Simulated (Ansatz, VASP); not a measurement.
## As in VASP and in Ansatz

File INCAR:

```
SYSTEM = As
  PREC = Accurate
  ENCUT = 520
  EDIFF = 1E-6
  ISMEAR = -1
  SIGMA = 0.05
  LREAL = .False.
  LASPH = .True.
  NELM = 80
  ALGO = Normal
  ISIF = 2
  LWAVE = .False.
  LCHARG = .False.
  GGA = PE
  NBANDS = 8
```

Contents of KPOINTS:

```
Automatic mesh
0
Gamma
  9 10 11
  0 0 0
```

POSCAR

```
As
1.0
    2.9794804000     -0.1006165900      0.3237709600
   -0.1006165900      2.5830128800      0.2618843200
    0.3237709600      0.2618843200      2.5485519600
As
1
Direct
    0.5000000000      0.5000000000      0.5000000000
```

input.yaml

```yaml
crystal:
  lattice:
    - [2.9794804, -0.10061659, 0.32377096]
    - [-0.10061659, 2.58301288, 0.26188432]
    - [0.32377096, 0.26188432, 2.54855196]
  atoms:
    - { symbol: As, position: [0.5, 0.5, 0.5] }
kpoints:
  mp_grid: { grid: [9, 10, 11] }
scf:
  occupations: { method: fermi_dirac, width: 0.05 }
hamiltonian:
  xc: pbe
  pseudopotentials: { kind: all_electron, lapw: { basis_error: 0.001 } }
output:
  forces: true
  stress: true
  eigenvalues: true
  populations: true
```

Change from the starting cell: cell sheared at random, sigma 0.1, atoms nudged by 0.01 Å.

Alike in both runs: task single point; functional PBE; k mesh 9 × 10 × 11; occupations fermi-dirac, width 0.05 eV; no spin polarisation.

|  | VASP | Ansatz |
| --- | --- | --- |
| version | VASP 6.6.1 | Ansatz 0.2.0 |
| potentials or method | VASP PAW PBE potentials, release 64 (As), cutoff 520 eV | all-electron LAPW, scalar-relativistic |

VASP gave:

```
gap on the k mesh at the Fermi level (eV)                     : none
pressure (GPa)                                                : 7.7
traceless stress, the component that is largest in VASP (GPa) : -12.35
```

Estimate Ansatz's values.

gap on the k mesh at the Fermi level (eV): none; pressure (GPa): 7.5; traceless stress, the component that is largest in VASP (GPa): -12.17.

A gap of «none» marks a metal or a gap that the smearing closes. Ansatz ran all-electron here, and VASP with PAW potentials.
